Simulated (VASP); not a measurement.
Wanted: the native input for a VASP 6.6.1 run.

```yaml
Task: single point
Functional: PBE
Potentials_or_basis: VASP PAW PBE potentials, release 64 (Ga_d, S)
Cutoff: 520 eV
k_mesh: 12 × 12 × 12
Occupations: gaussian, width 0.1 eV
Spin: no spin polarisation
Dipole_correction: no
Further_INCAR_settings: ALGO = Normal; EDIFF = 1e-06; NBANDS = 23
```

The structure of Ga2S lies in POSCAR:

```
Ga2S
1.0
    0.0000000000      3.3528067402      3.3528067402
    3.3528067402      0.0000000000      3.3528067402
    3.3528067402      3.3528067402      0.0000000000
Ga S
2 1
Direct
    0.2500000000      0.2500000000      0.2500000000
    0.7500000000      0.7500000000      0.7500000000
    0.0000000000      0.0000000000      0.0000000000
```

One way to write it, as run:

INCAR

```
  PREC = Accurate
  ENCUT = 520
  EDIFF = 1E-6
  ISMEAR = 0
  SIGMA = 0.1
  LREAL = F
  LASPH = T
  NELM = 60
  ALGO = Normal
  ISIF = 2
  LWAVE = F
  LCHARG = T
  GGA = PE
  LELF = T
  LVHAR = T
  NBANDS = 23
```

KPOINTS

```
Automatic mesh
0
Gamma
  12 12 12
```

Potentials or basis: VASP PAW PBE potentials, release 64 (Ga_d, S).

Command:

```console
$ cat potpaw_PBE.64/Ga_d/POTCAR potpaw_PBE.64/S/POTCAR > POTCAR
$ mpirun -np 1 vasp_std > vasp.out
```

Results of the run:

| Quantity | Value |
| --- | --- |
| Pressure | 0.0 GPa |
| Band gap on the k mesh | zero (bands 16 and 17 overlap by 0.31 eV) |

Wall time 2.8 min on 1 thread of Intel Xeon 8259CL, on a shared host, peak memory 0.27 GiB.
